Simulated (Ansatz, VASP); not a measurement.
Hf in VASP and in Ansatz

```
Hf
1.0
     0.00000    5.55538    0.00000
    -4.81110   -2.77769    0.00000
     0.00000    0.00000   33.07187
Hf
12
Direct
  0.66667 0.66667 0.18142
  0.33333 0.00000 0.18142
  0.00000 0.33333 0.18142
  0.33375 0.33358 0.25298
  0.99983 0.66625 0.25298
  0.66642 0.00017 0.25298
  0.66577 0.66535 0.33208
  0.33465 0.00042 0.33208
  0.99958 0.33423 0.33208
  0.32370 0.32537 0.40807
  0.00167 0.67630 0.40807
  0.67463 0.99833 0.40807
```

Alike in both runs: task single point; functional PBE; k mesh 9 × 9 × 1; occupations methfessel-paxton of order 1, width 0.1 eV; no spin polarisation.

|  | VASP | Ansatz |
| --- | --- | --- |
| version | VASP 6.6.1 | Ansatz 0.2.0 |
| potentials or method | VASP PAW PBE potentials, release 64 (Hf_pv), cutoff 400 eV | scalar-relativistic, plane waves, PAW |
| valence electrons in the cell | 120 | 312 |

Ansatz gave:

| Item | Value |
| --- | --- |
| gap on the k mesh at the Fermi level (eV) | none |
| rms of the force components (eV/Å) | 0.304 |

Problem. Which values does VASP return?

Solution. gap on the k mesh at the Fermi level (eV): none; rms of the force components (eV/Å): 0.315.

Atom by atom the forces differ by 0.020 eV/Å (rms over components). A gap of «none» marks a metal or a gap that the smearing closes. With one functional, cell and mesh, what is left measures potentials, basis and numerics. VASP's potentials hold 120 valence electrons a cell and Ansatz's 312, so a difference there can come from the potentials and not from the codes. Ansatz's warnings: eigensolver not converged, xc potential rough in thin density.

Neither program's run includes spin-orbit coupling.
